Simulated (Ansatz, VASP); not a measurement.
# InSe: VASP beside Ansatz

```
CELL_PARAMETERS angstrom
4.03236 0.00000 0.00000
-2.01618 3.49213 0.00000
0.00000 0.00000 16.76325
ATOMIC_POSITIONS crystal
In 0.33333 0.66667 0.16667
In 0.66667 0.33333 0.66667
In 0.33333 0.66667 0.33333
In 0.66667 0.33333 0.83333
Se 0.33333 0.66667 0.58991
Se 0.66667 0.33333 0.08991
Se 0.33333 0.66667 0.91009
Se 0.66667 0.33333 0.41009
```

Alike in both runs: functional PBE; dispersion D3(BJ); k mesh 10 × 10 × 3; no spin polarisation.

Ansatz relaxed the structure, and its values are those at the end. VASP's run is a single point on that final structure, the one shown.

```csv
,VASP,Ansatz
version,VASP 6.6.1,Ansatz 0.2.0
potentials or method,"VASP PAW PBE potentials, release 64 (In_d, Se)","scalar-relativistic, plane waves, PAW"
plane-wave cutoff (eV),520,420
occupations,"gaussian, width 0.01 eV",fixed
valence electrons in the cell,76,116
```

|  | VASP | Ansatz | Ansatz less VASP |
| --- | --- | --- | --- |
| gap on the k mesh at the Fermi level (eV) | 0.35 | 0.37 | +0.013 |
| least direct gap on the mesh (eV) | 0.35 | 0.37 | +0.013 |
| pressure (GPa) | 0.0 | 0.0 | -0.04 |
| rms of the force components (eV/Å) | 0.008 | 0.000 | -0.0082 |

VASP's potentials hold 76 valence electrons a cell and Ansatz's 116, so a difference there can come from the potentials and not from the codes. Ansatz's warnings: metallic iterate.
